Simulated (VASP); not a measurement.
# HClF2 (Pmmm) in VASP: single point with PBE+D3(BJ)

Aim: the single point of HClF2 with PBE+D3(BJ).

All numbers are computed with VASP 6.6.1; they aren't measurements. Logs are shortened: lines on timing, memory, paths and dates and some standing lists are left out, and cuts for length are marked.

### 1 The cell of the first run

Symmetry: Pmmm, No. 47, orthorhombic system. Conventional cell: a = 3.208 Å, b = 3.299 Å, c = 5.752 Å, α = 90.00°, β = 90.00°, γ = 90.00°. Within 2.9 Å of H (site symmetry mmm) lie 4 F at 2.22 Å. Within 2.8 Å of Cl (site symmetry mmm) lie 4 F at 2.12 Å. F (site symmetry mm2) has 2 Cl at 2.12 Å and 2 H at 2.22 Å and 1 F at 2.77 Å within 2.8 Å.

The cell was built from a structure type or drawn by symmetry, and may not be a known phase.

### 2 Single point, PBE+D3(BJ)

Input file INCAR:

```
PREC = Accurate
ENCUT = 520
EDIFF = 1E-7
ISMEAR = 0
SIGMA = 0.1
LREAL = False
LASPH = True
NELM = 60
ALGO = Normal
ISIF = 2
LWAVE = False
LCHARG = True
GGA = PE
IVDW = 12
LELF = True
LVHAR = True
NBANDS = 19
```

Input file KPOINTS:

```
Automatic mesh
0
Gamma
  6 6 4
```

Input file POSCAR:

```
HClF2
1.0
    3.2084275300      0.0000000000      0.0000000000
    0.0000000000      3.2991248300      0.0000000000
    0.0000000000      0.0000000000      5.7519173100
H Cl F
1 1 2
Direct
    0.0000000000      0.0000000000      0.0000000000
    0.5000000000      0.5000000000      0.5000000000
    0.0000000000      0.5000000000      0.7404888900
    0.0000000000      0.5000000000      0.2595111100
```

Potentials or basis: VASP PAW PBE potentials, release 64 (H, Cl, F).

The run is started by

```console
$ cat potpaw_PBE.64/H/POTCAR potpaw_PBE.64/Cl/POTCAR potpaw_PBE.64/F/POTCAR > POTCAR
$ mpirun -np 1 vasp_std > vasp.out
```

OUTCAR:

```text
PREC = Accurate
   ENCUT = 520
   EDIFF = 1E-7
   ISMEAR = 0
   LREAL = False
   LASPH = True
   NELM = 60
   ISIF = 2
   GGA = PE
   IVDW = 12
 IVDW          = 12

 ion  position               nearest neighbor table
   1  0.000  0.000  0.000-
   2  0.500  0.500  0.500-   3 2.12   4 2.12   3 2.12   4 2.12
   3  0.000  0.500  0.740-   2 2.12   2 2.12
   4  0.000  0.500  0.260-   2 2.12   2 2.12

  LATTYP: Found a simple orthorhombic cell.
 ALAT       =     3.2084275300
 B/A-ratio  =     1.0282684583
 C/A-ratio  =     1.7927527601

  Lattice vectors:

 A1 = (   3.2084275300,   0.0000000000,   0.0000000000)
 A2 = (   0.0000000000,   3.2991248300,   0.0000000000)
 A3 = (   0.0000000000,   0.0000000000,   5.7519173100)

Analysis of symmetry for initial positions (statically):
=====================================================================
 Subroutine PRICEL returns:
 Original cell was already a primitive cell.

 Routine SETGRP: Setting up the symmetry group for a
 simple orthorhombic supercell.

 Subroutine GETGRP returns: Found  8 space group operations
 (whereof  8 operations were pure point group operations)
 out of a pool of  8 trial point group operations.

The static configuration has the point symmetry D_2h.

Analysis of symmetry for dynamics (positions and initial velocities):
=====================================================================
 Subroutine PRICEL returns:
 Original cell was already a primitive cell.

 Routine SETGRP: Setting up the symmetry group for a
 simple orthorhombic supercell.

 Subroutine GETGRP returns: Found  8 space group operations
 (whereof  8 operations were pure point group operations)
 out of a pool of  8 trial point group operations.

The dynamic configuration has the point symmetry D_2h.

 Subroutine INISYM returns: Found  8 space group operations
 (whereof  8 operations are pure point group operations),
 and found     1 'primitive' translations

----------------------------------------------------------------------------------------

                                     Primitive cell

  volume of cell :      60.8841

  direct lattice vectors                    reciprocal lattice vectors
     3.208427530  0.000000000  0.000000000     0.311679161  0.000000000  0.000000000
     0.000000000  3.299124830  0.000000000     0.000000000  0.303110689  0.000000000
     0.000000000  0.000000000  5.751917310     0.000000000  0.000000000  0.173855072

  length of vectors
[... 87 lines left out ...]
   LREAL  =      F    real-space projection
   EDIFFG = 0.1E-05   stopping-criterion for IOM
   NSW    =      0    number of steps for IOM
   IBRION =     -1    ionic relax: 0-MD 1-quasi-New 2-CG
   NFREE  =      0    steps in history (QN), initial steepest desc. (CG)
   ISIF   =      2    stress and relaxation
   ISYM   =      2    0-nonsym 1-usesym 2-fastsym
   POTIM  = 0.5000    time-step for ionic-motion
   TEBEG  =    0.0;   TEEND  =   0.0 temperature during run
   PSTRESS=    0.0 pullay stress
   NELECT =      22.0000    total number of electrons
   NUPDOWN=      -1.0000    fix difference up-down
   EMIN   =  10.00;   EMAX   =-10.00  energy-range for DOS
   EFERMI =   0.00;   METHOD = LEGACY
   ISMEAR =     0;   SIGMA  =   0.10  broadening in eV -4-tet -1-fermi 0-gaus
   EFERMI_NEDOS =   21; number of points for ismear=-14 and -15
   IALGO  =     38    algorithm
   IMIX   =      4    mixing-type and parameters
     AMIX     =   0.40;   BMIX     =  1.00
     AMIX_MAG =   1.60;   BMIX_MAG =  1.00
  volume/ion in A,a.u.               =      15.22       102.72
  Fermi-wavevector in a.u.,A,eV,Ry     =   1.166043  2.203502 18.499243  1.359656
  Thomas-Fermi vector in A             =   2.302561
   LORBIT       =      0    0 simple, 1 ext, 2 COOP (PROOUT), +10 PAW based schemes
   GGA     = PE    functional components
   LHFCALC =     F    Hartree Fock is set to
   AEXX    =    0.0000 exact exchange contribution
   IVDW    =    12    specifies the selected vdW correction
   LEPSILON=     F    determine dielectric tensor
   LRPA    =     F    only Hartree local field effects (RPA)
 non-spin polarized calculation
 Gauss-broadening in eV      SIGMA  =   0.10
  energy-cutoff  :      520.00
  volume of cell :       60.88
 maximum number of plane-waves:      1664
 NGX is ok and might be reduce to    24
   NGX = 11   NGY = 13   NGZ = 21

 number of electron      22.0000000 magnetization

 Free energy of the ion-electron system (eV)
  ---------------------------------------------------
  ext. energy  EPLUGINS =         0.00000000
  ---------------------------------------------------
  free energy    TOTEN  =        -6.76768339 eV

  energy without entropy =       -6.75781018  energy(sigma->0) =       -6.76274678

 E-fermi :  -0.5640     XC(G=0):  -8.1209

 val. band max:       -0.5902790710   @ k =   0.3333   0.1667   0.5000
 cond. band min:      -0.5308443524   @ k =   0.1667   0.3333   0.2500
 fundamental gap:      0.0594347186
 Fermi energy:        -0.5639561582

 k-point     1 :       0.0000    0.0000    0.0000
  band No.  band energies     occupation
      1     -23.8828      2.00000
      2     -23.3699      2.00000
      3     -15.7927      2.00000
      4      -6.5100      2.00000
      5      -5.3740      2.00000
      6      -5.3017      2.00000
[... 505 lines left out ...]
      6      -4.7716      2.00000
[... 11 lines left out ...]
     18      12.8844      0.00000
     19      13.9182      0.00000

 [... further k-points ...]

------------------------ aborting loop because EDIFF is reached ----------------------------------------

 Edisp (eV)   -0.27878

 E8    (eV) :    -0.0746

  FORCE on cell =-STRESS in cart. coord.  units (eV):
  Direction    XX          YY          ZZ          XY          YZ          ZX
  --------------------------------------------------------------------------------------
  -------------------------------------------------------------------------------------
  Total       3.20439    -2.07527    -1.32566     0.00000     0.00000     0.00000
  in kB      84.32414   -54.61109   -34.88494     0.00000     0.00000     0.00000
  external pressure =       -1.72 kB  Pullay stress =        0.00 kB

 VOLUME and BASIS-vectors are now :
 -----------------------------------------------------------------------------
  energy-cutoff  :      520.00
  volume of cell :       60.88
      direct lattice vectors                 reciprocal lattice vectors
     3.208427530  0.000000000  0.000000000     0.311679161  0.000000000  0.000000000
     0.000000000  3.299124830  0.000000000     0.000000000  0.303110689  0.000000000
     0.000000000  0.000000000  5.751917310     0.000000000  0.000000000  0.173855072

 POSITION                                       TOTAL-FORCE (eV/Angst)
 -----------------------------------------------------------------------------------
      0.00000      0.00000      0.00000        -0.000000      0.000000      0.000000
      1.60421      1.64956      2.87596        -0.000000      0.000000      0.000000
      0.00000      1.64956      4.25923         0.000000      0.000000      0.846212
      0.00000      1.64956      1.49269        -0.000000      0.000000     -0.846212
 -----------------------------------------------------------------------------------
    total drift:                                0.000000      0.000000     -0.000000

  FREE ENERGIE OF THE ION-ELECTRON SYSTEM (eV)
  ---------------------------------------------------
  free  energy   TOTEN  =        -7.0464668804 eV

  energy  without entropy=       -7.0365936716  energy(sigma->0) =       -7.04153028
```

OSZICAR:

```text
N       E                     dE             d eps       ncg     rms          rms(c)
DAV:   1     0.123803904213E+03    0.12380E+03   -0.11099E+04  1832   0.102E+03
DAV:   2    -0.125693687851E+01   -0.12506E+03   -0.12100E+03  2376   0.235E+02
DAV:   3    -0.791200737894E+01   -0.66551E+01   -0.65942E+01  2091   0.546E+01
DAV:   4    -0.795999308297E+01   -0.47986E-01   -0.47973E-01  2203   0.532E+00
DAV:   5    -0.796043659236E+01   -0.44351E-03   -0.44350E-03  2125   0.491E-01    0.120E+01
DAV:   6    -0.699395494850E+01    0.96648E+00   -0.42196E+00  1995   0.176E+01    0.822E+00
DAV:   7    -0.679927202004E+01    0.19468E+00   -0.10712E+00  2028   0.732E+00    0.671E+00
DAV:   8    -0.680277661027E+01   -0.35046E-02   -0.60644E-01  2128   0.244E+00    0.186E+00
DAV:   9    -0.677244994083E+01    0.30327E-01   -0.34955E-01  2130   0.172E+00    0.135E+00
DAV:  10    -0.676755758491E+01    0.48924E-02   -0.16605E-02  2062   0.715E-01    0.379E-01
DAV:  11    -0.676769234080E+01   -0.13476E-03   -0.87036E-04  2044   0.199E-01    0.752E-02
DAV:  12    -0.676767524942E+01    0.17091E-04   -0.73760E-05  2185   0.589E-02    0.145E-02
DAV:  13    -0.676768328962E+01   -0.80402E-05   -0.96139E-06  2010   0.199E-02    0.112E-02
DAV:  14    -0.676768338600E+01   -0.96379E-07   -0.17926E-07  2136   0.284E-03
   1 F= -.70464669E+01 E0= -.70415303E+01  d E =-.987321E-02
```

stdout:

```text
POSCAR found type information on POSCAR H ClF
 POSCAR found :  3 types and       4 ions
 scaLAPACK will be used
 LDA part: xc-table for (Slater+PW92), standard interpolation
 POSCAR, INCAR and KPOINTS ok, starting setup
 FFT: planning ... GRIDC
 FFT: planning ... GRID_SOFT
 FFT: planning ... GRID
 WAVECAR not read
 entering main loop
```

Run time: 74 s. Hardware: 1 thread of Intel Xeon 8259CL, shared host; peak memory 0.21 GiB.

Results:

| Property | Result |
| --- | --- |
| Free energy | -7.0465 eV |
| Pressure | -0.2 GPa |
| Largest force | 0.846 eV/Å |
| Band gap on the k mesh | zero (bands 11 and 12 overlap by 1.20 eV) |
| Dispersion energy per atom | -0.070 eV |

Forces in eV/Å, atoms in the order of the input:
```
H    0.000  0.000  0.000
Cl   0.000  0.000  0.000
F    0.000  0.000  0.846
F    0.000  0.000 -0.846
```

Stress tensor (GPa, compression positive):
```
 8.43  0.00  0.00
 0.00 -5.46  0.00
 0.00  0.00 -3.49
```
